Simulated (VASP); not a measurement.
# WS2 in VASP: a series of runs, part 2 of 2

VASP 6.6.1. Earlier steps stand in the parts before.

### Step 3. Single point, r2SCAN (strain along c alone, the other axes held: -3.0 %, then relaxed in part)

POSCAR

```
WS2
1.0
    3.1814541812      0.0000000000      0.0000000000
   -1.5907270906      2.7552201419      0.0000000000
    0.0000000000      0.0000000000     27.8353120977
W S
3 6
Direct
    0.6666666667      0.3333333333      0.5000000000
    0.3333333333      0.6666666667      0.7347349242
    0.3333333333      0.6666666667      0.2652650758
    0.6666666667      0.3333333333      0.7907410893
    0.6666666667      0.3333333333      0.3212946533
    0.3333333333      0.6666666667      0.5560274315
    0.6666666667      0.3333333333      0.6787053467
    0.6666666667      0.3333333333      0.2092589107
    0.3333333333      0.6666666667      0.4439725685
```

INCAR.step1

```
SYSTEM = WS2
PREC     = Accurate       ! precision mode
ENCUT    = 520            ! plane-wave cutoff, eV
ISMEAR   = 0              ! smearing method
SIGMA    = 0.02           ! smearing width, eV
LREAL    = .FALSE.        ! projectors in reciprocal space
LASPH    = .TRUE.         ! aspherical terms in the spheres
NELM     = 80             ! most SCF steps
NBANDS   = 49             ! bands
GGA      = PE             ! functional
ALGO     = Normal         ! electronic algorithm
EDIFF    = 1E-4           ! SCF threshold, eV
LWAVE    = .TRUE.         ! write WAVECAR
LCHARG   = .FALSE.        ! write CHGCAR
```

INCAR.step2

```
SYSTEM = WS2
PREC     = Accurate       ! precision mode
ENCUT    = 520            ! plane-wave cutoff, eV
EDIFF    = 1E-6           ! SCF threshold, eV
ISMEAR   = 0              ! smearing method
SIGMA    = 0.02           ! smearing width, eV
LREAL    = .FALSE.        ! projectors in reciprocal space
LASPH    = .TRUE.         ! aspherical terms in the spheres
NELM     = 80             ! most SCF steps
ALGO     = Normal         ! electronic algorithm
ISIF     = 2              ! what is computed and relaxed
LWAVE    = .FALSE.        ! write WAVECAR
LCHARG   = .FALSE.        ! write CHGCAR
METAGGA  = R2SCAN         ! meta-GGA
LMIXTAU  = .TRUE.       
NBANDS   = 49             ! bands
ISTART   = 1
```

KPOINTS

```
Automatic mesh
0
G
  12 12 1
  0 0 0
```

Potentials or basis: VASP PAW PBE potentials, release 64 (W_sv, S).

The run is started by

```bash
> cat potpaw_PBE.64/W_sv/POTCAR potpaw_PBE.64/S/POTCAR > POTCAR
> cp INCAR.step1 INCAR
> mpirun -np 1 vasp_std > vasp.out
> cp INCAR.step2 INCAR
> mpirun -np 1 vasp_std > vasp.out
```

OUTCAR:

```text
SYSTEM = WS2
   PREC = Accurate
   ENCUT = 520
   EDIFF = 1E-6
   ISMEAR = 0
   LREAL = .FALSE.
   LASPH = .TRUE.
   NELM = 80
   ISIF = 2
   METAGGA = R2SCAN
   ISTART = 1

 ion  position               nearest neighbor table
   1  0.667  0.333  0.500-   6 2.41   9 2.41   6 2.41   9 2.41   6 2.41   9 2.41
   2  0.333  0.667  0.735-   4 2.41   4 2.41   4 2.41   7 2.41   7 2.41   7 2.41
   3  0.333  0.667  0.265-   8 2.41   8 2.41   8 2.41   5 2.41   5 2.41   5 2.41
   4  0.667  0.333  0.791-   2 2.41   2 2.41   2 2.41
   5  0.667  0.333  0.321-   3 2.41   3 2.41   3 2.41
   6  0.333  0.667  0.556-   1 2.41   1 2.41   1 2.41
[... 1199 lines left out ...]
  in kB        1.3809205      1.3809205      0.7721418      0.0000000     -0.0000000      0.0000000
  external PRESSURE =       1.1779943 kB  Pullay stress =       0.0000000 kB

 VOLUME and BASIS-vectors are now :
 -----------------------------------------------------------------------------
  energy-cutoff  :      520.00
  volume of cell :      243.99
      direct lattice vectors                 reciprocal lattice vectors
     3.181454181  0.000000000  0.000000000     0.314321673  0.181473702  0.000000000
    -1.590727091  2.755220142  0.000000000     0.000000000  0.362947405  0.000000000
     0.000000000  0.000000000 27.835312098     0.000000000  0.000000000  0.035925590

 POSITION                                       TOTAL-FORCE (eV/Angst)
 -----------------------------------------------------------------------------------
      1.59073      0.91841     13.91766        -0.000000      0.000000      0.000000
     -0.00000      1.83681     20.45158        -0.000000      0.000000      0.000409
     -0.00000      1.83681      7.38374        -0.000000     -0.000000     -0.000409
      1.59073      0.91841     22.01053         0.000000     -0.000000      0.021716
      1.59073      0.91841      8.94334         0.000000     -0.000000      0.021478
     -0.00000      1.83681     15.47720        -0.000000      0.000000      0.021305
      1.59073      0.91841     18.89198         0.000000     -0.000000     -0.021478
      1.59073      0.91841      5.82479        -0.000000      0.000000     -0.021716
     -0.00000      1.83681     12.35812        -0.000000      0.000000     -0.021305
 -----------------------------------------------------------------------------------
    total drift:                                0.000001     -0.000001     -0.000000

  FREE ENERGIE OF THE ION-ELECTRON SYSTEM (eV)
  ---------------------------------------------------
  free  energy   TOTEN  =      -210.2058092521 eV

  energy  without entropy=     -210.2058092521  energy(sigma->0) =     -210.20580925
```

OUTCAR.step1:

```text
SYSTEM = WS2
   PREC = Accurate
   ENCUT = 520
   ISMEAR = 0
   LREAL = .FALSE.
   LASPH = .TRUE.
   NELM = 80
[... 1229 lines left out ...]
      1.59073      0.91841     18.89198         0.000000     -0.000000     -0.238591
      1.59073      0.91841      5.82479        -0.000000     -0.000000     -0.285017
     -0.00000      1.83681     12.35812        -0.000000      0.000000     -0.238784
 -----------------------------------------------------------------------------------
    total drift:                                0.000000     -0.000000     -0.000000

  FREE ENERGIE OF THE ION-ELECTRON SYSTEM (eV)
  ---------------------------------------------------
  free  energy   TOTEN  =       -70.9963556608 eV

  energy  without entropy=      -70.9963556608  energy(sigma->0) =      -70.99635566
```

OSZICAR.step1:

```text
N       E                     dE             d eps       ncg     rms          rms(c)
DAV:   1     0.789311066308E+03    0.78931E+03   -0.42063E+04  2142   0.148E+03
DAV:   2    -0.158928255493E+02   -0.80520E+03   -0.77850E+03  2203   0.398E+02
DAV:   3    -0.729916782910E+02   -0.57099E+02   -0.56104E+02  2348   0.101E+02
DAV:   4    -0.750799863144E+02   -0.20883E+01   -0.20759E+01  2428   0.194E+01
DAV:   5    -0.751515140391E+02   -0.71528E-01   -0.71439E-01  2570   0.362E+00    0.460E+01
DAV:   6    -0.715214437593E+02    0.36301E+01   -0.17028E+01  2217   0.209E+01    0.203E+01
DAV:   7    -0.711974950755E+02    0.32395E+00   -0.47226E+00  2185   0.890E+00    0.765E+00
DAV:   8    -0.709976088202E+02    0.19989E+00   -0.71462E-01  2301   0.454E+00    0.217E+00
DAV:   9    -0.710017001886E+02   -0.40914E-02   -0.10335E-01  2515   0.131E+00    0.128E+00
DAV:  10    -0.709969410361E+02    0.47592E-02   -0.36379E-02  2306   0.102E+00    0.321E-01
DAV:  11    -0.709966215620E+02    0.31947E-03   -0.46944E-03  2306   0.379E-01    0.212E-01
DAV:  12    -0.709964229819E+02    0.19858E-03   -0.52838E-04  2036   0.134E-01    0.644E-02
DAV:  13    -0.709963556608E+02    0.67321E-04   -0.11554E-04  1512   0.518E-02
   1 F= -.70996356E+02 E0= -.70996356E+02  d E =-.253559E-24
```

It took 9.2 min on 1 thread of Intel Xeon 6975P-C (Granite Rapids), shared host; peak memory 0.47 GiB.

What came out:

```yaml
Free_energy: -210.2058 eV
Largest_force: 0.022 eV/Å
Band_gap_on_the_k_mesh: 1.50 eV (least direct gap 1.89 eV)
```

Forces on the atoms (eV/Å):
```
W    0.000  0.000  0.000
W    0.000  0.000  0.000
W    0.000  0.000  0.000
S    0.000  0.000  0.022
S    0.000  0.000  0.021
S    0.000  0.000  0.021
S    0.000  0.000 -0.021
S    0.000  0.000 -0.022
S    0.000  0.000 -0.021
```

Levels at points of the mesh, in eV from the valence-band top:
```tsv
k point	band 36	band 37	band 38	band 39	band 40	band 41	band 42	band 43
(0.00, 0.00, 0.00)	-2.08	-0.65	-0.29	0.00	2.66	2.66	2.66	2.66
(0.50, 0.00, 0.00)	-1.81	-1.44	-1.40	-1.37	2.58	2.59	2.60	3.00
```

Caveat: the cell differs from its parent crystal (strain along c alone, the other axes held: -3.0 %, then relaxed in part); the PAW data sets were made with another functional, which shifts forces and pressure a little; spin-orbit coupling is left out, which moves the levels of the heavy elements.

### Step 4. Single point, r2SCAN

This run uses another cell than the first one.

POSCAR is that of step 3.

INCAR.step1

```
ALGO = Normal ; EDIFF = 1E-4
ENCUT = 520 ; GGA = PE
ISMEAR = 0 ; LASPH = True
LCHARG = False ; LREAL = False
LWAVE = True ; NBANDS = 49
NELM = 60 ; PREC = Accurate
SIGMA = 0.02
```

INCAR.step2

```
ALGO = Normal ; EDIFF = 1E-6
ENCUT = 520 ; ISIF = 2
ISMEAR = 0 ; ISTART = 1
LASPH = True ; LCHARG = False
LMIXTAU = True ; LREAL = False
LWAVE = False ; METAGGA = R2SCAN
NBANDS = 49 ; NELM = 60
PREC = Accurate ; SIGMA = 0.02
```

KPOINTS

```
k-points
0
Gamma
  12 12 1
```

Potentials or basis: VASP PAW PBE potentials, release 64 (W_sv, S).

The run is started by

```bash
> cat potpaw_PBE.64/W_sv/POTCAR potpaw_PBE.64/S/POTCAR > POTCAR
> cp INCAR.step1 INCAR
> mpirun -np 1 vasp_std > vasp.out
> cp INCAR.step2 INCAR
> mpirun -np 1 vasp_std > vasp.out
```

OUTCAR:

```text
EDIFF = 1E-6
   ENCUT = 520
   ISIF = 2
   ISMEAR = 0
   ISTART = 1
   LASPH = True
   LREAL = False
   METAGGA = R2SCAN
   NELM = 60
   PREC = Accurate

 ion  position               nearest neighbor table
   1  0.667  0.333  0.500-   6 2.41   9 2.41   6 2.41   9 2.41   6 2.41   9 2.41
   2  0.333  0.667  0.735-   4 2.41   4 2.41   4 2.41   7 2.41   7 2.41   7 2.41
   3  0.333  0.667  0.265-   8 2.41   8 2.41   8 2.41   5 2.41   5 2.41   5 2.41
   4  0.667  0.333  0.791-   2 2.41   2 2.41   2 2.41
   5  0.667  0.333  0.321-   3 2.41   3 2.41   3 2.41
   6  0.333  0.667  0.556-   1 2.41   1 2.41   1 2.41
   7  0.667  0.333  0.679-   2 2.41   2 2.41   2 2.41
   8  0.667  0.333  0.209-   3 2.41   3 2.41   3 2.41
   9  0.333  0.667  0.444-   1 2.41   1 2.41   1 2.41

  LATTYP: Found a hexagonal cell.
 ALAT       =     3.1814541812
 C/A-ratio  =     8.7492418600

  Lattice vectors:

 A1 = (   3.1814541812,   0.0000000000,   0.0000000000)
 A2 = (  -1.5907270906,   2.7552201419,   0.0000000000)
 A3 = (   0.0000000000,   0.0000000000,  27.8353120977)

Analysis of symmetry for initial positions (statically):
=====================================================================
 Subroutine PRICEL returns:
 Original cell was already a primitive cell.

 Routine SETGRP: Setting up the symmetry group for a
 hexagonal supercell.

 Subroutine GETGRP returns: Found 12 space group operations
 (whereof 12 operations were pure point group operations)
 out of a pool of 24 trial point group operations.

The static configuration has the point symmetry D_3h.

Analysis of symmetry for dynamics (positions and initial velocities):
=====================================================================
 Subroutine PRICEL returns:
 Original cell was already a primitive cell.

 Routine SETGRP: Setting up the symmetry group for a
 hexagonal supercell.

 Subroutine GETGRP returns: Found 12 space group operations
 (whereof 12 operations were pure point group operations)
 out of a pool of 24 trial point group operations.

The dynamic configuration has the point symmetry D_3h.

 Subroutine INISYM returns: Found 12 space group operations
 (whereof 12 operations are pure point group operations),
 and found     1 'primitive' translations

----------------------------------------------------------------------------------------

                                     Primitive cell

  volume of cell :     243.9934

  direct lattice vectors                    reciprocal lattice vectors
     3.181454181  0.000000000  0.000000000     0.314321673  0.181473702  0.000000000
    -1.590727091  2.755220142  0.000000000     0.000000000  0.362947405  0.000000000
     0.000000000  0.000000000 27.835312098     0.000000000  0.000000000  0.035925590

  length of vectors
     3.181454181  3.181454181 27.835312098     0.362947405  0.362947405  0.035925590

  position of ions in fractional coordinates (direct lattice)
[... 47 lines left out ...]

 Following reciprocal coordinates:
            Coordinates               Weight
  0.000000  0.000000  0.000000      1.000000
  0.083333  0.000000  0.000000      6.000000
  0.166667  0.000000  0.000000      6.000000
  0.250000  0.000000  0.000000      6.000000
  0.333333  0.000000  0.000000      6.000000
  0.416667  0.000000  0.000000      6.000000
[... 11 lines left out ...]
  0.333333  0.250000  0.000000     12.000000
  0.333333  0.333333  0.000000      2.000000
   k-points           NKPTS =     19   k-points in BZ     NKDIM =     19   number of bands    NBANDS=     49
   number of dos      NEDOS =    301   number of ions     NIONS =      9
   total plane-waves  NPLWV = 120960
   dimension x,y,z NGX =    24 NGY =   24 NGZ =  210
   dimension x,y,z NGXF=    48 NGYF=   48 NGZF=  420
   ions per type =               3   6
   NGX,Y,Z   is equivalent  to a cutoff of  12.54, 12.54, 12.54 a.u.
   NGXF,Y,Z  is equivalent  to a cutoff of  25.08, 25.08, 25.08 a.u.
 SYSTEM =  unknown system
   PREC   = accura    normal or accurate (medium, high low for compatibility)
   ISTART =      1    job   : 0-new  1-cont  2-samecut
   ICHARG =      0    charge: 1-file 2-atom 10-const
   ISPIN  =      1    spin polarized calculation?
   LNONCOLLINEAR =      F non collinear calculations
   LSORBIT =      F    spin-orbit coupling
   LASPH  =      T    aspherical Exc in radial PAW
   ENCUT  =  520.0 eV  38.22 Ry    6.18 a.u.   5.92  5.92 51.76*2*pi/ulx,y,z
   NELM   =     60;   NELMIN=  2; NELMDL=  0     # of ELM steps
   EDIFF  = 0.1E-05   stopping-criterion for ELM
   LREAL  =      F    real-space projection
   EDIFFG = 0.1E-04   stopping-criterion for IOM
   NSW    =      0    number of steps for IOM
   IBRION =     -1    ionic relax: 0-MD 1-quasi-New 2-CG
   NFREE  =      0    steps in history (QN), initial steepest desc. (CG)
   ISIF   =      2    stress and relaxation
   ISYM   =      2    0-nonsym 1-usesym 2-fastsym
   POTIM  = 0.5000    time-step for ionic-motion
   TEBEG  =    0.0;   TEEND  =   0.0 temperature during run
   PSTRESS=    0.0 pullay stress
   NELECT =      78.0000    total number of electrons
   NUPDOWN=      -1.0000    fix difference up-down
   EMIN   =  10.00;   EMAX   =-10.00  energy-range for DOS
   EFERMI =   0.00;   METHOD = LEGACY
   ISMEAR =     0;   SIGMA  =   0.02  broadening in eV -4-tet -1-fermi 0-gaus
   EFERMI_NEDOS =   21; number of points for ismear=-14 and -15
   IALGO  =     38    algorithm
   IMIX   =      4    mixing-type and parameters
     AMIX     =   0.40;   BMIX     =  1.00
     AMIX_MAG =   1.60;   BMIX_MAG =  1.00
  volume/ion in A,a.u.               =      27.11       182.95
  Fermi-wavevector in a.u.,A,eV,Ry     =   1.119387  2.115335 17.048477  1.253028
  Thomas-Fermi vector in A             =   2.256026
   LORBIT       =      0    0 simple, 1 ext, 2 COOP (PROOUT), +10 PAW based schemes
   METAGGA = R2SCAN    functional components
   LHFCALC =     F    Hartree Fock is set to
   AEXX    =    0.0000 exact exchange contribution
   IVDW    =     0    specifies the selected vdW correction
   LEPSILON=     F    determine dielectric tensor
   LRPA    =     F    only Hartree local field effects (RPA)
 non-spin polarized calculation
 Gauss-broadening in eV      SIGMA  =   0.02
  energy-cutoff  :      520.00
  volume of cell :      243.99
 maximum number of plane-waves:      6605
 NGX is ok and might be reduce to    24
   NGX = 11   NGY = 11   NGZ =103

 number of electron      78.0000002 magnetization

 Free energy of the ion-electron system (eV)
  ---------------------------------------------------
  ext. energy  EPLUGINS =         0.00000000
  ---------------------------------------------------
  free energy    TOTEN  =      -210.20580925 eV

  energy without entropy =     -210.20580925  energy(sigma->0) =     -210.20580925

 E-fermi :   3.0379     XC(G=0):  -8.0303

 val. band max:        2.7469461650   @ k =   0.0000   0.0000   0.0000
 cond. band min:       4.2460961380   @ k =   0.3333   0.3333   0.0000
 fundamental gap:      1.4991499731
 Fermi energy:         3.0378636598

 k-point     1 :       0.0000    0.0000    0.0000
  band No.  band energies     occupation
      1     -73.6333      2.00000
      2     -73.6326      2.00000
      3     -73.6326      2.00000
      4     -37.2214      2.00000
      5     -37.2204      2.00000
      6     -37.2204      2.00000
[... 977 lines left out ...]
     48       6.6237      0.00000
     49       8.1711      0.00000

------------------------ aborting loop because EDIFF is reached ----------------------------------------

  FORCE on cell =-STRESS in cart. coord.  units (eV):
  Direction    XX          YY          ZZ          XY          YZ          ZX
  --------------------------------------------------------------------------------------
  -------------------------------------------------------------------------------------
  Total        0.2102985      0.2102985      0.1175884      0.0000000     -0.0000000      0.0000000
  in kB        1.3809205      1.3809205      0.7721418      0.0000000     -0.0000000      0.0000000
  external PRESSURE =       1.1779943 kB  Pullay stress =       0.0000000 kB

 VOLUME and BASIS-vectors are now :
 -----------------------------------------------------------------------------
  energy-cutoff  :      520.00
  volume of cell :      243.99
      direct lattice vectors                 reciprocal lattice vectors
     3.181454181  0.000000000  0.000000000     0.314321673  0.181473702  0.000000000
    -1.590727091  2.755220142  0.000000000     0.000000000  0.362947405  0.000000000
     0.000000000  0.000000000 27.835312098     0.000000000  0.000000000  0.035925590

 POSITION                                       TOTAL-FORCE (eV/Angst)
 -----------------------------------------------------------------------------------
      1.59073      0.91841     13.91766        -0.000000      0.000000      0.000000
     -0.00000      1.83681     20.45158        -0.000000      0.000000      0.000409
     -0.00000      1.83681      7.38374        -0.000000     -0.000000     -0.000409
      1.59073      0.91841     22.01053         0.000000     -0.000000      0.021716
      1.59073      0.91841      8.94334         0.000000     -0.000000      0.021478
     -0.00000      1.83681     15.47720        -0.000000      0.000000      0.021305
      1.59073      0.91841     18.89198         0.000000     -0.000000     -0.021478
      1.59073      0.91841      5.82479        -0.000000      0.000000     -0.021716
     -0.00000      1.83681     12.35812        -0.000000      0.000000     -0.021305
 -----------------------------------------------------------------------------------
    total drift:                                0.000001     -0.000001     -0.000000

  FREE ENERGIE OF THE ION-ELECTRON SYSTEM (eV)
  ---------------------------------------------------
  free  energy   TOTEN  =      -210.2058092521 eV

  energy  without entropy=     -210.2058092521  energy(sigma->0) =     -210.20580925
```

Wall time 9.3 min (1 thread of Intel Xeon 6975P-C (Granite Rapids), shared host); peak memory 0.46 GiB.

Results:

```
Free energy            : -210.2058 eV
Largest force          : 0.022 eV/Å
Band gap on the k mesh : 1.50 eV (least direct gap 1.89 eV)
```

Forces in eV/Å, atoms in the order of the input:
```
W    0.000  0.000  0.000
W    0.000  0.000  0.000
W    0.000  0.000  0.000
S    0.000  0.000  0.022
S    0.000  0.000  0.021
S    0.000  0.000  0.021
S    0.000  0.000 -0.021
S    0.000  0.000 -0.022
S    0.000  0.000 -0.021
```

Levels at points of the mesh, in eV from the valence-band top:
```
           k point  band 35  band 36  band 37  band 38  band 39  band 40  band 41  band 42  band 43  band 44
(0.00, 0.00, 0.00)    -2.18    -2.08    -0.65    -0.29     0.00     2.66     2.66     2.66     2.66     2.66
(0.50, 0.00, 0.00)    -1.84    -1.81    -1.44    -1.40    -1.37     2.58     2.59     2.60     3.00     3.06
```

Caveat: the PAW data sets were made with another functional, which shifts forces and pressure a little; spin-orbit coupling is left out, which moves the levels of the heavy elements.
